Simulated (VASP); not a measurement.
Here is a VASP 6.6.1 calculation.

The input INCAR:

```
PREC = Accurate
ENCUT = 520
EDIFF = 1E-7
ISMEAR = -1
SIGMA = 0.1
LREAL = False
LASPH = True
NELM = 60
ALGO = Normal
ISIF = 2
LWAVE = False
LCHARG = False
GGA = PE
NBANDS = 16
```

File KPOINTS:

```
Automatic mesh
0
Gamma
  13 13 7
```

File POSCAR:

```
SiC
1.0
    3.0919171297      0.0000000000      0.0000000000
   -1.5459585649      2.6776787808      0.0000000000
    0.0000000000      0.0000000000      5.0742868344
Si C
2 2
Direct
    0.3333333333      0.6666666667      0.0000821098
    0.6666666667      0.3333333333      0.5000821098
    0.3333333333      0.6666666667      0.3759178902
    0.6666666667      0.3333333333      0.8759178902
```

Potentials or basis: VASP PAW PBE potentials, release 64 (Si, C).

Launch:

```console
$ cat potpaw_PBE.64/Si/POTCAR potpaw_PBE.64/C/POTCAR > POTCAR
$ mpirun -np 1 vasp_std > vasp.out
```

Predict the pressure.

0.0 GPa.

Estimate the band gap on the k mesh.

2.39 eV (least direct gap 3.96 eV).

A k mesh can miss the band edges.
